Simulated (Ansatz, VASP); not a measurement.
# Fe3Ge in VASP and in Ansatz

```
Fe Ge
1.0
     3.66267    0.00000    0.00000
     0.00000    3.66267    0.00000
     0.00000    0.00000    3.66267
Fe Ge
3 1
Direct
  0.00000 0.50000 0.50000
  0.50000 0.50000 0.00000
  0.50000 0.00000 0.50000
  0.00000 0.00000 0.00000
```

Alike in both runs: task single point; functional LDA; k mesh 12 × 12 × 12; collinear spin.

|  | VASP | Ansatz |
| --- | --- | --- |
| version | VASP 6.6.1 | Ansatz 0.2.0 |
| potentials or method | VASP PAW LDA potentials, release 64 (Fe, Ge_d), cutoff 520 eV | scalar-relativistic, plane waves, PAW |
| occupations | methfessel-paxton of order 1, width 0.1 eV | cold, width 0.025 eV |
| valence electrons in the cell | 38 | 62 |

|  | VASP | Ansatz | Ansatz less VASP |
| --- | --- | --- | --- |
| gap on the k mesh at the Fermi level (eV) | none | none | - |
| pressure (GPa) | -18.7 | -18.6 | +0.17 |
| net moment per atom (μB) | 1.55 | 1.58 | +0.028 |
| size of the moment on the site where the two differ most (μB) | 2.09 | 2.15 | +0.061 |

LDA's correlation is that of Perdew and Zunger in VASP and of Perdew and Wang (1992) in Ansatz. Site moments also hang on the region over which each program counts them. A gap of «none» marks a metal or a gap that the smearing closes. VASP's potentials hold 38 valence electrons a cell and Ansatz's 62, so a difference there can come from the potentials and not from the codes. Ansatz's warnings: stability check not made.
